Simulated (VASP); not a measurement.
Input of a VASP 6.6.1 run:

File INCAR:

```
SYSTEM = Pt
ALGO = Normal
EDIFF = 1E-6
EDIFFG = -0.01
ENCUT = 600
GGA = PE
IBRION = 2
ISIF = 3
ISMEAR = 0
LASPH = .TRUE.
LCHARG = .FALSE.
LREAL = .FALSE.
LWAVE = .FALSE.
NELM = 100
NSW = 100
PREC = Accurate
SIGMA = 0.1
```

Contents of KPOINTS:

```
k-points
0
G
  18 18 20
  0 0 0
```

File POSCAR:

```
Pt
1.0
    3.8890558112      0.0000000000      0.0000000000
   -1.9445279056      3.3680211293      0.0000000000
    0.0000000000      0.0000000000      2.8589191180
Pt
2
Direct
    0.3333333333      0.6666666667      0.2500000000
    0.6666666667      0.3333333333      0.7500000000
```

Potentials or basis: VASP PAW PBE potentials, release 64 (Pt).

Run with:

```sh
$ cat potpaw_PBE.64/Pt/POTCAR > POTCAR
$ mpirun -np 1 vasp_std > vasp.out
```

Estimate the relaxed cell.

a = 3.882 Å, b = 3.882 Å, c = 2.864 Å, α = 90.00°, β = 90.00°, γ = 120.00°.

Predict the band gap on the k mesh.

zero (band 10 reaches 8.47 eV, above the bottom of band 11 at 7.61 eV).

Estimate the space group after relaxing (to 0.05 Å).

P6_3/mmc (No. 194).

Step by step:
| step | energy change (eV) | largest force (eV/Å) | pressure (GPa) | volume (Å³) |
| --- | --- | --- | --- | --- |
| 1 | 0.0000 | 0.0000 | -0.25 | 37.45 |
| 2 | 0.0001 | 0.0000 | 0.53 | 37.29 |
| 3 | 0.0000 | 0.0000 | 0.03 | 37.39 |
| 4 | 0.0000 | 0.0000 | 0.04 | 37.39 |
| 5 | 0.0000 | 0.0000 | -0.09 | 37.42 |
| 6 | 0.0000 | 0.0000 | -0.02 | 37.40 |
| 7 | 0.0000 | 0.0000 | 0.01 | 37.40 |
| 8 | -0.0001 | 0.0000 | 0.00 | 37.39 |
| 9 | -0.0001 | 0.0000 | 0.02 | 37.38 |

Caveat: spin-orbit coupling is left out, which moves the levels of the heavy elements.
